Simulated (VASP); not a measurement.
# CuO (Cc) in VASP: single point with PBE

Aim: the single point of CuO with PBE.

Program: VASP 6.6.1. These are calculated values, not measurements. Logs are shortened: lines on timing, memory, paths and dates and some standing lists are left out, and cuts for length are marked.

## (1) The cell of the first run

It takes space group Cc (No. 9, monoclinic). Conventional cell: a = 4.689 Å, b = 3.427 Å, c = 5.132 Å, α = 90.00°, β = 99.65°, γ = 90.00°. Cu (site symmetry 1) has 4 O at 1.91 to 2.02 Å within 2.5 Å. O (site symmetry 1) has 4 Cu at 1.91 to 2.02 Å within 2.5 Å.

## (2) Single point, PBE

Input file INCAR:

```
SYSTEM = CuO
PREC     = Accurate       ! precision mode
ENCUT    = 520            ! plane-wave cutoff, eV
EDIFF    = 1E-6           ! SCF threshold, eV
ISMEAR   = -1             ! smearing method
SIGMA    = 0.03           ! smearing width, eV
LREAL    = .False.        ! projectors in reciprocal space
LASPH    = .True.         ! aspherical terms in the spheres
NELM     = 60             ! most SCF steps
ALGO     = Normal         ! electronic algorithm
ISIF     = 2              ! what is computed and relaxed
LWAVE    = .False.        ! write WAVECAR
LCHARG   = .False.        ! write CHGCAR
GGA      = PE             ! functional
NBANDS   = 25             ! bands
```

Input file KPOINTS:

```
regular mesh
0
Gamma
  15 15 8
  0 0 0
```

Input file POSCAR:

```
CuO
1.0
    2.3446500000     -1.7134000000      0.0000000000
    2.3446500000      1.7134000000      0.0000000000
   -0.8605500000      0.0000000000      5.0594400000
Cu O
2 2
Direct
    0.0032000000      0.4968000000      0.0000000000
    0.4968000000      0.0032000000      0.5000000000
    0.5714000000      0.4056000000      0.2537000000
    0.4056000000      0.5714000000      0.7537000000
```

Potentials or basis: VASP PAW PBE potentials, release 64 (Cu, O).

Started as:

```sh
$ cat potpaw_PBE.64/Cu/POTCAR potpaw_PBE.64/O/POTCAR > POTCAR
$ mpirun -np 1 vasp_std > vasp.out
```

OUTCAR:

```text
SYSTEM = CuO
   PREC = Accurate
   ENCUT = 520
   EDIFF = 1E-6
   ISMEAR = -1
   LREAL = .False.
   LASPH = .True.
   NELM = 60
   ISIF = 2
   GGA = PE

 ion  position               nearest neighbor table
   1  0.003  0.497  0.000-   4 1.91   3 1.93   4 1.98   3 2.02
   2  0.497  0.003  0.500-   3 1.91   4 1.93   3 1.98   4 2.02
   3  0.571  0.406  0.254-   2 1.91   1 1.93   2 1.98   1 2.02
   4  0.406  0.571  0.754-   1 1.91   2 1.93   1 1.98   2 2.02

  LATTYP: Found a base centered monoclinic cell.
 ALAT       =     4.6893000000
 B/A-ratio  =     0.7307700510
 C/A-ratio  =     1.0944283424
 COS(beta)  =    -0.1676798048

  Lattice vectors:

 A1 = (   2.3446500000,  -1.7134000000,   0.0000000000)
 A2 = (   2.3446500000,   1.7134000000,   0.0000000000)
 A3 = (  -0.8605500000,   0.0000000000,   5.0594400000)

Analysis of symmetry for initial positions (statically):
=====================================================================
 Subroutine PRICEL returns:
 Original cell was already a primitive cell.

 Routine SETGRP: Setting up the symmetry group for a
 base centered monoclinic supercell.

 Subroutine GETGRP returns: Found  2 space group operations
 (whereof  1 operations were pure point group operations)
 out of a pool of  4 trial point group operations.

The static configuration has the point symmetry C_1 .
 The point group associated with its full space group is C_1h.

Analysis of symmetry for dynamics (positions and initial velocities):
=====================================================================
 Subroutine PRICEL returns:
 Original cell was already a primitive cell.

 Routine SETGRP: Setting up the symmetry group for a
 base centered monoclinic supercell.

 Subroutine GETGRP returns: Found  2 space group operations
 (whereof  1 operations were pure point group operations)
 out of a pool of  4 trial point group operations.

The dynamic configuration has the point symmetry C_1 .
 The point group associated with its full space group is C_1h.

 Subroutine INISYM returns: Found  2 space group operations
 (whereof  1 operations are pure point group operations),
 and found     1 'primitive' translations

----------------------------------------------------------------------------------------

                                     Primitive cell

  volume of cell :      40.6508

  direct lattice vectors                    reciprocal lattice vectors
     2.344650000 -1.713400000  0.000000000     0.213251445 -0.291817439  0.036271510
     2.344650000  1.713400000  0.000000000     0.213251445  0.291817439  0.036271510
    -0.860550000  0.000000000  5.059440000     0.000000000  0.000000000  0.197650333

  length of vectors
     2.903984019  2.903984019  5.132102826     0.363248151  0.363248151  0.197650333

  position of ions in fractional coordinates (direct lattice)
     0.003200000  0.496800000  0.000000000
     0.496800000  0.003200000  0.500000000
     0.571400000  0.405600000  0.253700000
     0.405600000  0.571400000  0.753700000

  ion indices of the primitive-cell ions
   primitive index   ion index
                 1           1
                 2           2
                 3           3
                 4           4

----------------------------------------------------------------------------------------

 KPOINTS: regular mesh

Automatic generation of k-mesh.
 Grid dimensions read from file:
 generate k-points for:   15   15    8

 Generating k-lattice:

  Cartesian coordinates                     Fractional coordinates (reciprocal lattice)
     0.014216763 -0.019454496  0.002418101     0.066666667  0.000000000  0.000000000
     0.014216763  0.019454496  0.002418101     0.000000000  0.066666667  0.000000000
     0.000000000  0.000000000  0.024706292     0.000000000  0.000000000  0.125000000

  Length of vectors
     0.024216543  0.024216543  0.024706292

  Shift w.r.t. Gamma in fractional coordinates (k-lattice)
     0.000000000  0.000000000  0.000000000

 Subroutine IBZKPT returns following result:
 ===========================================

 Found    488 irreducible k-points:

 Following reciprocal coordinates:
            Coordinates               Weight
  0.000000  0.000000  0.000000      1.000000
  0.066667  0.000000  0.000000      4.000000
  0.133333  0.000000 -0.000000      4.000000
  0.200000  0.000000 -0.000000      4.000000
  0.266667  0.000000 -0.000000      4.000000
  0.333333 -0.000000 -0.000000      4.000000
[... 16 lines left out ...]
  0.133333  0.133333 -0.000000      2.000000
  0.200000  0.133333 -0.000000      4.000000
 [... further k-points ...]
   k-points           NKPTS =    488   k-points in BZ     NKDIM =    488   number of bands    NBANDS=     25
   number of dos      NEDOS =    301   number of ions     NIONS =      4
   total plane-waves  NPLWV =  23040
   dimension x,y,z NGX =    24 NGY =   24 NGZ =   40
   dimension x,y,z NGXF=    48 NGYF=   48 NGZF=   80
   ions per type =               2   2
   NGX,Y,Z   is equivalent  to a cutoff of  13.74, 13.74, 12.96 a.u.
   NGXF,Y,Z  is equivalent  to a cutoff of  27.48, 27.48, 25.91 a.u.
 SYSTEM =  CuO
   PREC   = accura    normal or accurate (medium, high low for compatibility)
   ISTART =      0    job   : 0-new  1-cont  2-samecut
   ICHARG =      2    charge: 1-file 2-atom 10-const
   ISPIN  =      1    spin polarized calculation?
   LNONCOLLINEAR =      F non collinear calculations
   LSORBIT =      F    spin-orbit coupling
   LASPH  =      T    aspherical Exc in radial PAW
   ENCUT  =  520.0 eV  38.22 Ry    6.18 a.u.   5.40  5.40  9.54*2*pi/ulx,y,z
   NELM   =     60;   NELMIN=  2; NELMDL= -5     # of ELM steps
   EDIFF  = 0.1E-05   stopping-criterion for ELM
   LREAL  =      F    real-space projection
[... 7 lines left out ...]
   TEBEG  =    0.0;   TEEND  =   0.0 temperature during run
   PSTRESS=    0.0 pullay stress
   NELECT =      34.0000    total number of electrons
   NUPDOWN=      -1.0000    fix difference up-down
   EMIN   =  10.00;   EMAX   =-10.00  energy-range for DOS
   EFERMI =   0.00;   METHOD = LEGACY
   ISMEAR =    -1;   SIGMA  =   0.03  broadening in eV -4-tet -1-fermi 0-gaus
   EFERMI_NEDOS =   21; number of points for ismear=-14 and -15
   IALGO  =     38    algorithm
   IMIX   =      4    mixing-type and parameters
     AMIX     =   0.40;   BMIX     =  1.00
     AMIX_MAG =   1.60;   BMIX_MAG =  1.00
  volume/ion in A,a.u.               =      10.16        68.58
  Fermi-wavevector in a.u.,A,eV,Ry     =   1.542451  2.914810 32.370373  2.379155
  Thomas-Fermi vector in A             =   2.648254
   LORBIT       =      0    0 simple, 1 ext, 2 COOP (PROOUT), +10 PAW based schemes
   GGA     = PE    functional components
   LHFCALC =     F    Hartree Fock is set to
   AEXX    =    0.0000 exact exchange contribution
   IVDW    =     0    specifies the selected vdW correction
   LEPSILON=     F    determine dielectric tensor
   LRPA    =     F    only Hartree local field effects (RPA)
 non-spin polarized calculation
  energy-cutoff  :      520.00
  volume of cell :       40.65
 maximum number of plane-waves:      1129
 NGX is ok and might be reduce to    24
   NGX = 11   NGY = 11   NGZ = 19

 number of electron      33.9999999 magnetization

 Free energy of the ion-electron system (eV)
  ---------------------------------------------------
  ext. energy  EPLUGINS =         0.00000000
  ---------------------------------------------------
  free energy    TOTEN  =       -19.48374815 eV

  energy without entropy =      -19.47693987  energy(sigma->0) =      -19.48034401

 E-fermi :   5.6812     XC(G=0): -11.8989

 val. band max:        5.6805842645   @ k =   0.4000   0.2667   0.2500
 cond. band min:       5.6831795009   @ k =   0.4000   0.0667   0.0000
 fundamental gap:      0.0025952364
 Fermi energy:         5.6811847918

 k-point     1 :       0.0000    0.0000    0.0000
  band No.  band energies     occupation
      1     -14.2275      2.00000
      2     -12.9140      2.00000
      3      -2.4371      2.00000
      4       0.1484      2.00000
      5       0.5077      2.00000
      6       2.2998      2.00000
[... 17 lines left out ...]
     24      22.0628      0.00000
     25      22.4436      0.00000

 k-point     2 :       0.0667    0.0000    0.0000
  band No.  band energies     occupation
      1     -14.1973      2.00000
      2     -12.9043      2.00000
      3      -2.3877      2.00000
      4       0.1410      2.00000
      5       0.4952      2.00000
      6       1.8944      2.00000
[... 17 lines left out ...]
     24      21.8334      0.00000
     25      22.6344      0.00000

 k-point     3 :       0.1333    0.0000   -0.0000
  band No.  band energies     occupation
      1     -14.1105      2.00000
      2     -12.8767      2.00000
      3      -2.2463      2.00000
      4       0.1145      2.00000
      5       0.4645      2.00000
      6       1.2253      2.00000
[... 17 lines left out ...]
     24      21.3264      0.00000
     25      22.4347      0.00000

 k-point     4 :       0.2000    0.0000   -0.0000
  band No.  band energies     occupation
      1     -13.9786      2.00000
      2     -12.8358      2.00000
      3      -2.0341      2.00000
      4       0.0639      2.00000
      5       0.3557      2.00000
      6       0.5849      2.00000
[... 17 lines left out ...]
     24      20.7324      0.00000
     25      22.1390      0.00000
[... 477 lines left out ...]
 k-point    22 :      -0.0667    0.0667    0.0000
  band No.  band energies     occupation
      1     -14.1555      2.00000
      2     -12.8886      2.00000
      3      -2.3213      2.00000
      4       0.1175      2.00000
      5       0.4665      2.00000
      6       1.5530      2.00000
[... 17 lines left out ...]
     24      21.0451      0.00000
     25      22.4863      0.00000

 k-point    23 :       0.1333    0.1333   -0.0000
  band No.  band energies     occupation
      1     -14.0409      2.00000
      2     -12.8643      2.00000
      3      -2.1217      2.00000
      4       0.1704      2.00000
      5       0.4548      2.00000
      6       1.3516      2.00000
[... 17 lines left out ...]
     24      21.2457      0.00000
     25      22.0963      0.00000

 k-point    24 :       0.2000    0.1333   -0.0000
  band No.  band energies     occupation
      1     -13.9292      2.00000
      2     -12.8338      2.00000
      3      -1.9347      2.00000
      4       0.1722      2.00000
      5       0.3839      2.00000
      6       0.7796      2.00000
[... 17 lines left out ...]
     24      21.1167      0.00000
     25      21.9963      0.00000

 [... further k-points ...]

------------------------ aborting loop because EDIFF is reached ----------------------------------------

  FORCE on cell =-STRESS in cart. coord.  units (eV):
  Direction    XX          YY          ZZ          XY          YZ          ZX
  --------------------------------------------------------------------------------------
  -------------------------------------------------------------------------------------
  Total        1.6118223      1.7837138      1.4985806      0.0000000      0.0000000     -0.4563773
  in kB       63.5270236     70.3018123     59.0638102      0.0000000      0.0000000    -17.9872742
  external PRESSURE =      64.2975487 kB  Pullay stress =       0.0000000 kB

 VOLUME and BASIS-vectors are now :
 -----------------------------------------------------------------------------
  energy-cutoff  :      520.00
  volume of cell :       40.65
      direct lattice vectors                 reciprocal lattice vectors
     2.344650000 -1.713400000  0.000000000     0.213251445 -0.291817439  0.036271510
     2.344650000  1.713400000  0.000000000     0.213251445  0.291817439  0.036271510
    -0.860550000  0.000000000  5.059440000     0.000000000  0.000000000  0.197650333

 POSITION                                       TOTAL-FORCE (eV/Angst)
 -----------------------------------------------------------------------------------
      1.17233      0.84573      0.00000        -0.650468      0.364671      0.254267
      0.74205     -0.84573      2.52972        -0.650468     -0.364671      0.254267
      2.07240     -0.28408      1.28358         0.650468      0.269631     -0.254267
      1.64213      0.28408      3.81330         0.650468     -0.269631     -0.254267
 -----------------------------------------------------------------------------------
    total drift:                               -0.000235      0.000000     -0.000486

  FREE ENERGIE OF THE ION-ELECTRON SYSTEM (eV)
  ---------------------------------------------------
  free  energy   TOTEN  =       -19.4837481479 eV

  energy  without entropy=      -19.4769398706  energy(sigma->0) =      -19.48034401
```

It took 6 min on 1 thread of AMD EPYC 7R13 (Zen 3), shared host; peak memory 0.46 GiB.

What came out:

```
Free energy            : -19.4837 eV
Pressure               : 6.4 GPa
Largest force          : 0.788 eV/Å
Band gap on the k mesh : zero (bands 17 and 18 overlap by 0.70 eV)
```

Forces on the atoms (eV/Å):
```
Cu  -0.650  0.365  0.254
Cu  -0.650 -0.365  0.254
O    0.650  0.270 -0.254
O    0.650 -0.270 -0.254
```

Caveat: the cell stands under pressure; semilocal functionals often make such compounds metallic where correlation or magnetic order opens a gap, which also shifts bond lengths.
